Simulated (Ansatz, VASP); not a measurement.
# One calculation of TiSi, two programs

```
Ti Si
1.0
     1.82108   -2.07121    0.00000
     1.82108    2.07121    0.00000
     0.00000    0.00000    3.81098
Ti Si
1 1
Direct
  0.50000 0.50000 0.00000
  0.00000 0.00000 0.50000
```

Alike in both runs: functional r2SCAN; k mesh 20 × 20 × 14; occupations gaussian, width 0.1 eV; no spin polarisation.

Ansatz relaxed the structure, and its values are those at the end. VASP's run is a single point on that final structure, the one shown.

|  | VASP | Ansatz |
| --- | --- | --- |
| version | VASP 6.6.1 | Ansatz 0.2.0 |
| potentials or method | VASP PAW PBE potentials, release 64 (Ti_sv, Si), cutoff 520 eV | scalar-relativistic, plane waves, PAW |
| valence electrons in the cell | 16 | 16 |

VASP gave:

| Item | Value |
| --- | --- |
| gap on the k mesh at the Fermi level (eV) | none |
| pressure (GPa) | 0.4 |

Question: Which values does Ansatz return?

Answer: gap on the k mesh at the Fermi level (eV): none; pressure (GPa): 0.0.

VASP's potentials were made for PBE, not for r2SCAN. A gap of «none» marks a metal or a gap that the smearing closes.
